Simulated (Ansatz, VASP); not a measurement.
**SiO2: VASP beside Ansatz**

Contents of INCAR:

```
SYSTEM = SiO2
PREC = Accurate ; ENCUT = 520
EDIFF = 1E-7 ; ISMEAR = 0
SIGMA = 0.05 ; LREAL = .FALSE.
LASPH = .TRUE. ; NELM = 60
ALGO = Normal ; ISIF = 2
LWAVE = .FALSE. ; LCHARG = .FALSE.
GGA = PE ; NBANDS = 44
```

The input KPOINTS:

```
regular mesh
0
G
  4 4 4
  0 0 0
```

File POSCAR:

```
SiO2
1.0
    5.0828646218      0.0000000000      0.0000000000
    0.0000000000      5.0828646218      0.0000000000
    0.0000000000      0.0000000000      7.0977090664
Si O
4 8
Direct
    0.2939908888      0.2939908888      0.0000000000
    0.2060091112      0.7939908888      0.2500000000
    0.7060091112      0.7060091112      0.5000000000
    0.7939908888      0.2060091112      0.7500000000
    0.2411309881      0.0937182696      0.1743588061
    0.4062817304      0.7411309881      0.4243588061
    0.7588690119      0.9062817304      0.6743588061
    0.5937182696      0.2588690119      0.9243588061
    0.7411309881      0.4062817304      0.5756411939
    0.9062817304      0.7588690119      0.3256411939
    0.2588690119      0.5937182696      0.0756411939
    0.0937182696      0.2411309881      0.8256411939
```

Input for Ansatz:

```yaml
crystal:
  lattice:
    - [5.0828646218, 0.0, 0.0]
    - [0.0, 5.0828646218, 0.0]
    - [0.0, 0.0, 7.0977090664]
  atoms:
    - { symbol: Si, position: [0.2939908888, 0.2939908888, 0.0] }
    - { symbol: Si, position: [0.2060091112, 0.7939908888, 0.25] }
    - { symbol: Si, position: [0.7060091112, 0.7060091112, 0.5] }
    - { symbol: Si, position: [0.7939908888, 0.2060091112, 0.75] }
    - { symbol: O, position: [0.2411309881, 0.0937182696, 0.1743588061] }
    - { symbol: O, position: [0.4062817304, 0.7411309881, 0.4243588061] }
    - { symbol: O, position: [0.7588690119, 0.9062817304, 0.6743588061] }
    - { symbol: O, position: [0.5937182696, 0.2588690119, 0.9243588061] }
    - { symbol: O, position: [0.7411309881, 0.4062817304, 0.5756411939] }
    - { symbol: O, position: [0.9062817304, 0.7588690119, 0.3256411939] }
    - { symbol: O, position: [0.2588690119, 0.5937182696, 0.0756411939] }
    - { symbol: O, position: [0.0937182696, 0.2411309881, 0.8256411939] }
basis:
  ecutwfc: 420
kpoints:
  mp_grid: { grid: [4, 4, 4] }
hamiltonian:
  xc: pbe
scf:
  occupations: { method: gaussian, width: 0.05 }
output:
  forces: true
  stress: true
  eigenvalues: true
  write_density: true
  write_potential: true
  elf: true
  volumetric_format: npy
```

Alike in both runs: task single point; functional PBE; k mesh 4 × 4 × 4; occupations gaussian, width 0.05 eV; no spin polarisation.

|  | VASP | Ansatz |
| --- | --- | --- |
| version | VASP 6.6.1 | Ansatz 0.2.0 |
| potentials or method | VASP PAW PBE potentials, release 64 (Si, O), cutoff 520 eV | scalar-relativistic, plane waves, PAW |
| valence electrons in the cell | 64 | 64 |

Ansatz gave:

* gap on the k mesh at the Fermi level (eV): 5.51
* least direct gap on the mesh (eV): 5.51
* pressure (GPa): 0.0
* rms of the force components (eV/Å): 0.000

Task: Which values does VASP return?

Result: gap on the k mesh at the Fermi level (eV): 5.51; least direct gap on the mesh (eV): 5.51; pressure (GPa): 0.1; rms of the force components (eV/Å): 0.008.

Atom by atom the forces differ by 0.008 eV/Å (rms over components).
